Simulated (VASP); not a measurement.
# Te2Mo in VASP: notebook, part 2 of 2

VASP 6.6.1.

## 5. Single point, PBE+D3(BJ)

This run uses another cell than the first one, of 99.83 Å³/atom, 0.847 times its volume.

File INCAR:

```
SYSTEM = Te2Mo
ALGO = Normal ; DIPOL = 0.5 0.5 0.500
EDIFF = 1E-6 ; ENCUT = 520
GGA = PE ; IDIPOL = 3
ISIF = 2 ; ISMEAR = 0
IVDW = 12 ; LASPH = .TRUE.
LCHARG = .FALSE. ; LDIPOL = .TRUE.
LREAL = .FALSE. ; LWAVE = .FALSE.
NBANDS = 20 ; NELM = 80
PREC = Accurate ; SIGMA = 0.02
```

File KPOINTS:

```
k-points
0
G
  9 9 1
  0 0 0
```

File POSCAR:

```
Te2Mo
1.0
    3.2240000000      0.0000000000      0.0000000000
   -1.6120000000      2.7920659018      0.0000000000
    0.0000000000      0.0000000000     33.2698832047
Te Mo
2 1
Direct
    0.3333333333      0.6666666667      0.4434924376
    0.3333333333      0.6666666667      0.5565075624
    0.6666666667      0.3333333333      0.5000000000
```

Potentials or basis: VASP PAW PBE potentials, release 64 (Te, Mo_sv).

Command:

```bash
$ cat potpaw_PBE.64/Te/POTCAR potpaw_PBE.64/Mo_sv/POTCAR > POTCAR
$ mpirun -np 1 vasp_std > vasp.out
```

OUTCAR:

```text
SYSTEM = Te2Mo
   EDIFF = 1E-6
   ENCUT = 520
   GGA = PE
   ISIF = 2
   ISMEAR = 0
   IVDW = 12
   LASPH = .TRUE.
   LREAL = .FALSE.
   NELM = 80
   PREC = Accurate
 IVDW          = 12

 ion  position               nearest neighbor table
   1  0.333  0.667  0.443-   3 2.65   3 2.65   3 2.65
   2  0.333  0.667  0.557-   3 2.65   3 2.65   3 2.65
   3  0.667  0.333  0.500-   1 2.65   2 2.65   1 2.65   2 2.65   1 2.65   2 2.65

  LATTYP: Found a hexagonal cell.
 ALAT       =     3.2240000000
 C/A-ratio  =    10.3194426814

[... 465 lines left out ...]
  FORCE on cell =-STRESS in cart. coord.  units (eV):
  Direction    XX          YY          ZZ          XY          YZ          ZX
  --------------------------------------------------------------------------------------
  -------------------------------------------------------------------------------------
  Total       8.25780     8.25780     3.04449     0.00000     0.00000     0.00000
  in kB      44.17768    44.17768    16.28745     0.00000     0.00000     0.00000
  external pressure =       34.88 kB  Pullay stress =        0.00 kB

 VOLUME and BASIS-vectors are now :
 -----------------------------------------------------------------------------
  energy-cutoff  :      520.00
  volume of cell :      299.48
      direct lattice vectors                 reciprocal lattice vectors
     3.224000000  0.000000000  0.000000000     0.310173697  0.179078868  0.000000000
    -1.612000000  2.792065902  0.000000000     0.000000000  0.358157735  0.000000000
     0.000000000  0.000000000 33.269883205     0.000000000  0.000000000  0.030057214

 POSITION                                       TOTAL-FORCE (eV/Angst)
 -----------------------------------------------------------------------------------
     -0.00000      1.86138     14.75494        -0.000000      0.000000     -0.812837
     -0.00000      1.86138     18.51494        -0.000000      0.000000      0.812837
      1.61200      0.93069     16.63494         0.000000     -0.000000      0.000000
 -----------------------------------------------------------------------------------
    total drift:                               -0.000000      0.000000      0.000000

  FREE ENERGIE OF THE ION-ELECTRON SYSTEM (eV)
  ---------------------------------------------------
  free  energy   TOTEN  =       -18.6144338213 eV

  energy  without entropy=      -18.6144338213  energy(sigma->0) =      -18.61443382

 vacuum level on the upper side and lower side of the slab         3.049         3.049
```

OSZICAR:

```text
N       E                     dE             d eps       ncg     rms          rms(c)
DAV:   1     0.136887037731E+03    0.13689E+03   -0.12266E+04   672   0.955E+02
DAV:   2    -0.761568197734E+01   -0.14450E+03   -0.13988E+03   692   0.192E+02
DAV:   3    -0.177090109833E+02   -0.10093E+02   -0.99692E+01   680   0.455E+01
[... 15 lines left out ...]
DAV:  19    -0.172125490413E+02   -0.15199E-04   -0.36757E-07   440   0.235E-03    0.443E-03
DAV:  20    -0.172125585718E+02   -0.95305E-05   -0.11401E-07   424   0.120E-03    0.248E-03
DAV:  21    -0.172125643014E+02   -0.57295E-05   -0.14324E-07   440   0.158E-03    0.187E-03
DAV:  22    -0.172125657672E+02   -0.14658E-05   -0.20720E-08   424   0.506E-04    0.975E-04
DAV:  23    -0.172125662668E+02   -0.49965E-06   -0.52941E-09   368   0.291E-04
   1 F= -.18614434E+02 E0= -.18614434E+02  d E =-.442874E-58
```

Run time: 1.7 min. Hardware: 1 thread of Intel Xeon Platinum 8488C (Sapphire Rapids), shared host; peak memory 0.4 GiB.

What came out:

| Property | Result |
| --- | --- |
| Free energy | -18.6144 eV |
| Largest force | 0.813 eV/Å |
| Band gap on the k mesh | 0.58 eV, indirect (least direct gap 1.16 eV) |
| Dispersion energy per atom | -0.467 eV |

Forces on the atoms (eV/Å):
```
Te   0.000  0.000 -0.813
Te   0.000  0.000  0.813
Mo   0.000  0.000  0.000
```

Levels at points of the mesh, in eV from the valence-band top:
```tsv
k point	band 11	band 12	band 13	band 14	band 15	band 16
(0.00, 0.00, 0.00)	-1.75	-0.82	-0.82	3.36	3.55	3.92
```

Caveat: spin-orbit coupling is left out, which moves the levels of the heavy elements.

## 6. Single point, PBE+D3(BJ)

This run uses another cell than the first one, of 99.83 Å³/atom, 0.847 times its volume.

File INCAR:

```
PREC = Accurate ; ENCUT = 520
EDIFF = 1E-7 ; ISMEAR = 0
SIGMA = 0.02 ; LREAL = False
LASPH = True ; NELM = 60
ALGO = Normal ; ISIF = 2
LWAVE = False ; LCHARG = False
LDIPOL = True ; IDIPOL = 3
DIPOL = 0.5 0.5 0.500 ; GGA = PE
IVDW = 12 ; NBANDS = 20
```

File KPOINTS:

```
Automatic mesh
0
Gamma
  9 9 1
```

File POSCAR:

```
Te2Mo
1.0
    3.2240000000      0.0000000000      0.0000000000
   -1.6120000000      2.7920659018      0.0000000000
    0.0000000000      0.0000000000     33.2698832047
Te Mo
2 1
Direct
    0.3333333333      0.6666666667      0.4397052287
    0.3333333333      0.6666666667      0.5602947713
    0.6666666667      0.3333333333      0.5000000000
```

Potentials or basis: VASP PAW PBE potentials, release 64 (Te, Mo_sv).

Command:

```bash
$ cat potpaw_PBE.64/Te/POTCAR potpaw_PBE.64/Mo_sv/POTCAR > POTCAR
$ mpirun -np 1 vasp_std > vasp.out
```

Run time: 1.8 min. Hardware: 1 thread of Intel Xeon Platinum 8488C (Sapphire Rapids), shared host; peak memory 0.41 GiB.

Results (log left out):

* Free energy: -18.5904 eV
* Largest force: 0.896 eV/Å
* Band gap on the k mesh: 0.14 eV, indirect (least direct gap 0.61 eV)
* Dispersion energy per atom: -0.453 eV

Forces on the atoms (eV/Å):
```
Te   0.000  0.000  0.896
Te   0.000  0.000 -0.896
Mo   0.000  0.000  0.000
```

Levels at points of the mesh, in eV from the valence-band top:
```
           k point  band 11  band 12  band 13  band 14  band 15  band 16
(0.00, 0.00, 0.00)    -1.52    -0.63    -0.63     2.93     3.19     3.66
```

Caveat: spin-orbit coupling is left out, which moves the levels of the heavy elements.
